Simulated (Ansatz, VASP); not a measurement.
## One calculation of RbV2, two programs

```
Rb V
1.0
     3.92506    0.00000    0.00000
    -1.96253    3.39920    0.00000
     0.00000    0.00000    6.50282
Rb V
1 2
Direct
  0.00000 0.00000 0.00000
  0.33333 0.66667 0.50000
  0.66667 0.33333 0.50000
```

Alike in both runs: functional PBE; k mesh 6 × 6 × 4; occupations gaussian, width 0.1 eV; no spin polarisation.

Ansatz relaxed the structure, and its values are those at the end. VASP's run is a single point on that final structure, the one shown.

|  | VASP | Ansatz |
| --- | --- | --- |
| version | VASP 6.6.1 | Ansatz 0.2.0 |
| potentials or method | VASP PAW PBE potentials, release 64 (Rb_sv, V_sv), cutoff 520 eV | scalar-relativistic, plane waves, PAW |
| valence electrons in the cell | 35 | 35 |

Ansatz gave:

```
gap on the k mesh at the Fermi level (eV) : none
pressure (GPa)                            : 0.1
```

Estimate VASP's values.

gap on the k mesh at the Fermi level (eV): none; pressure (GPa): 0.2.

A gap of «none» marks a metal or a gap that the smearing closes. The functional is the same, so the differences come from potentials, cutoffs and numerics.
